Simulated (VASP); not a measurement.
Runs of VASP 6.6.1 on SnSe2. The structure is that of space group P-3m1 (No. 164), or close to it. The cells are those of the table. 

```csv
task,cell,k mesh,cutoff (eV),smearing,k mesh for the DOS,occupations for the DOS,gap on the mesh (eV),pressure (GPa),largest force (eV/Å)
single point,"a = 3.852, b = 3.852, c = 6.148 Å, angles 90.0, 90.0, 120.0°, 3 atoms",12 × 12 × 6,500,gaussian 0.02 eV,-,-,0.49,-0.6,0.02
single point,"a = 3.766, b = 3.766, c = 5.496 Å, angles 90.0, 90.0, 120.0°, 3 atoms",12 × 12 × 6,500,gaussian 0.02 eV,-,-,none,6.4,0.02
single point,"a = 3.839, b = 3.839, c = 6.011 Å, angles 90.0, 90.0, 120.0°, 3 atoms",12 × 12 × 6,520,gaussian 0.02 eV,-,-,0.35,(d),0.02
single point,"a = 3.839, b = 3.839, c = 6.028 Å, angles 90.0, 90.0, 120.0°, 3 atoms",6 × 6 × 4,520,gaussian 0.1 eV,-,-,0.65,0.0,-
single point,"a = 3.787, b = 3.787, c = 5.622 Å, angles 90.0, 90.0, 120.0°, 3 atoms",12 × 12 × 6,500,gaussian 0.02 eV,-,-,none,4.2,0.01
single point,"a = 3.811, b = 3.811, c = 6.136 Å, angles 90.0, 90.0, 120.0°, 3 atoms",12 × 12 × 6,500,gaussian 0.02 eV,-,-,(b),3.3,(a)
relaxation of cell and atoms,"relaxed from a = 3.839, b = 3.839, c = 6.028 Å, angles 90.0, 90.0, 120.0°, 3 atoms",12 × 12 × 6,600,gaussian 0.02 eV,-,-,0.35,0.0,-
single point,"a = 3.811, b = 3.811, c = 6.136 Å, angles 90.0, 90.0, 120.0°, 3 atoms",12 × 12 × 6,500,tetrahedron,-,-,0.49,(c),0.02
single point,"a = 3.824, b = 3.824, c = 5.877 Å, angles 90.0, 90.0, 120.0°, 3 atoms",12 × 12 × 6,500,gaussian 0.02 eV,-,-,0.20,1.1,0.01
```

Alike in all rows: level PBE+D3(BJ); potentials or basis VASP PAW PBE potentials, release 64 (Sn_d, Se); no spin polarisation.

Question: Estimate the missing entries.

Answer: (a) 0.82; (b) 0.72; (c) 0.4; (d) 0.1.

Caveats: spin-orbit coupling is left out, which moves the levels of the heavy elements; pairwise dispersion overbinds metals, which lowers pressure and volume (some runs).

A k mesh can miss the band edges, and the runs leave out spin-orbit coupling on Se, Sn.

A gap of «none» marks levels without a gap at the run's occupations.
